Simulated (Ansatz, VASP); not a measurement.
## Mg2CdSe3 in VASP and in Ansatz

The input INCAR:

```
SYSTEM = Mg2CdSe3
PREC = Accurate
ENCUT = 600
EDIFF = 1E-6
ISMEAR = 0
SIGMA = 0.1
LREAL = .False.
LASPH = .True.
NELM = 60
ALGO = Normal
ISIF = 3
LWAVE = .False.
LCHARG = .False.
GGA = PE
IBRION = 2
NSW = 90
EDIFFG = -0.04
```

The input KPOINTS:

```
Automatic mesh
0
Gamma
  6 6 2
  0 0 0
```

Contents of POSCAR:

```
Mg2CdSe3
1.0
    4.0675907000      0.0000000000      0.0000000000
   -2.0337953500      3.5226368800      0.0000000000
    0.0000000000      0.0000000000      9.9635217100
Mg Cd Se
2 1 3
Direct
    0.6666666700      0.3333333300      0.1666666700
    0.3333333300      0.6666666700      0.8333333300
    0.0000000000      0.0000000000      0.5000000000
    0.6666666700      0.3333333300      0.6666666700
    0.0000000000      0.0000000000      0.0000000000
    0.3333333300      0.6666666700      0.3333333300
```

Input for Ansatz:

```yaml
crystal:
  lattice:
    - [4.0675907, 0.0, 0.0]
    - [-2.03379535, 3.52263688, 0.0]
    - [0.0, 0.0, 9.96352171]
  atoms:
    - { symbol: Mg, position: [0.66666667, 0.33333333, 0.16666667] }
    - { symbol: Mg, position: [0.33333333, 0.66666667, 0.83333333] }
    - { symbol: Cd, position: [0.0, 0.0, 0.5] }
    - { symbol: Se, position: [0.66666667, 0.33333333, 0.66666667] }
    - { symbol: Se, position: [0.0, 0.0, 0.0] }
    - { symbol: Se, position: [0.33333333, 0.66666667, 0.33333333] }
basis:
  ecutwfc: 420
kpoints:
  mp_grid: { grid: [6, 6, 2] }
hamiltonian:
  xc: pbe
scf:
  occupations: { method: gaussian, width: 0.1 }
  lower_state_search: "off"
output:
  forces: true
  stress: true
  eigenvalues: true
relax:
  adjacent_minimum: "off"
  f_tol: 0.04
  max_steps: 70
  cell: { stress_tol: 0.4 }
```

Alike in both runs: task relaxation of cell and atoms; functional PBE; k mesh 6 × 6 × 2; occupations gaussian, width 0.1 eV; no spin polarisation.

```csv
,VASP,Ansatz
version,VASP 6.6.1,Ansatz 0.2.0
potentials or method,"VASP PAW PBE potentials, release 64 (Mg, Cd, Se), cutoff 600 eV","scalar-relativistic, plane waves, PAW"
valence electrons in the cell,34,88
```

|  | VASP | Ansatz | Ansatz less VASP |
| --- | --- | --- | --- |
| gap on the k mesh at the Fermi level, each at its own relaxed structure (eV) | 0.86 | 0.87 | +0.016 |
| relaxed volume (Å³/atom) | 21.94 | 21.89 | -0.047 |
| relaxed length of the cell vector where the two differ most in proportion (Å) | 9.694 | 9.683 | -0.0102 |

VASP's potentials hold 34 valence electrons a cell and Ansatz's 88, so a difference there can come from the potentials and not from the codes.
